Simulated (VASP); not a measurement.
A run of VASP 6.6.1:

File INCAR:

```
SYSTEM = Al
PREC = Accurate
ENCUT = 520
EDIFF = 1E-7
ISMEAR = 0
SIGMA = 0.1
LREAL = .False.
LASPH = .True.
NELM = 80
ALGO = Fast
ISIF = 2
LWAVE = .False.
LCHARG = .False.
GGA = PS
NBANDS = 10
```

The input KPOINTS:

```
Automatic mesh
0
Gamma
  18 18 14
  0 0 0
```

File POSCAR:

```
Al
1.0
    2.0163508256      2.0163508256      0.0000000000
   -2.0163508256      2.0163508256      0.0000000000
    0.0000000000      0.0000000000      3.9551617112
Al
2
Direct
    0.0000000000      0.0000000000      0.0000000000
    0.5000000000      0.5000000000      0.5000000000
```

Potentials or basis: VASP PAW PBE potentials, release 64 (Al).

Run with:

```bash
$ cat potpaw_PBE.64/Al/POTCAR > POTCAR
$ mpirun -np 1 vasp_std > vasp.out
```

Hardware: 1 thread of Intel(R) Xeon(R) 6975P-C (Granite Rapids), with other jobs on the host.

Task: How long does it take, and how much memory?

Result: Wall time 37 s on 1 thread of Intel(R) Xeon(R) 6975P-C (Granite Rapids) (shared host), peak memory 0.23 GiB. Counts: scf iterations 13, k points 440.
